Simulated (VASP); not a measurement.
Write the native input for VASP 6.6.1 that does the following.

```yaml
Task: electric field gradients
Functional: PBE
Potentials_or_basis: VASP PAW PBE potentials, release 64 (Si, C)
Cutoff: 520 eV
k_mesh: 10 × 10 × 2
Occupations: fermi-dirac, width 0.02 eV
Spin: no spin polarisation
Dipole_correction: no
Further_INCAR_settings: ALGO = Normal; EDIFF = 1e-08; NBANDS = 36
```

The structure of SiC lies in POSCAR:

```
SiC
1.0
    3.0810000000      0.0000000000      0.0000000000
   -1.5405000000      2.6682242691      0.0000000000
    0.0000000000      0.0000000000     15.1248000000
Si C
6 6
Direct
    0.0000000000      0.0000000000      0.0000000000
    0.0000000000      0.0000000000      0.5000000000
    0.3333333333      0.6666666667      0.1664000000
    0.6666666667      0.3333333333      0.6664000000
    0.6666666667      0.3333333333      0.3329000000
    0.3333333333      0.6666666667      0.8329000000
    0.3333333333      0.6666666667      0.0412000000
    0.6666666667      0.3333333333      0.5412000000
    0.6666666667      0.3333333333      0.2080000000
    0.3333333333      0.6666666667      0.7080000000
    0.0000000000      0.0000000000      0.3746000000
    0.0000000000      0.0000000000      0.8746000000
```

These files were run (other wordings do the same):

INCAR

```
ALGO = Normal ; EDIFF = 1E-8
ENCUT = 520 ; GGA = PE
ISIF = 2 ; ISMEAR = -1
LASPH = True ; LCHARG = False
LEFG = True ; LREAL = False
LWAVE = False ; NBANDS = 36
NELM = 100 ; PREC = Accurate
SIGMA = 0.02
```

KPOINTS

```
k-points
0
Gamma
  10 10 2
```

Potentials or basis: VASP PAW PBE potentials, release 64 (Si, C).

Run with:

```bash
$ cat potpaw_PBE.64/Si/POTCAR potpaw_PBE.64/C/POTCAR > POTCAR
$ mpirun -np 1 vasp_std > vasp.out
```

It gave:

```
Pressure                                : 2.8 GPa
Largest force                           : 0.175 eV/Å
Band gap on the k mesh                  : 2.01 eV (least direct gap 3.12 eV)
Largest electric field gradient by atom : Si +0.3, +2.5, +2.4 (each value once); C +0.7, +0.2, +2.2 (each value once) V/Å²
```

Caveat: without QUAD_EFG the Cq values of the log hold for a quadrupole moment of 1 mb, not for the nuclei.

Wall time 4.8 min on 1 thread of Intel Xeon 8259CL (shared host), peak memory 0.28 GiB.
